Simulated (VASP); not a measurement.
Here is a VASP 6.6.1 calculation.

INCAR

```
PREC = Accurate
ENCUT = 520
EDIFF = 1E-7
ISMEAR = -1
SIGMA = 0.05
LREAL = False
LASPH = True
NELM = 60
ALGO = Normal
ISIF = 2
LWAVE = False
LCHARG = False
GGA = CA
NBANDS = 18
```

File KPOINTS:

```
Automatic mesh
0
Gamma
  14 14 8
```

Contents of POSCAR:

```
CoMo
1.0
    2.5528196062      0.0000000000      0.0000000000
   -1.2764098031      2.2108066302      0.0000000000
    0.0000000000      0.0000000000      3.9630084479
Co Mo
1 1
Direct
    0.6666666667      0.3333333333      0.5000000000
    0.3333333333      0.6666666667      0.0000000000
```

Potentials or basis: VASP PAW LDA potentials, release 64 (Co, Mo_sv).

Command:

```console
$ cat potpaw_LDA.64/Co/POTCAR potpaw_LDA.64/Mo_sv/POTCAR > POTCAR
$ mpirun -np 1 vasp_std > vasp.out
```

(1) What does it give for the pressure?

Results:

(1) 39.3 GPa.
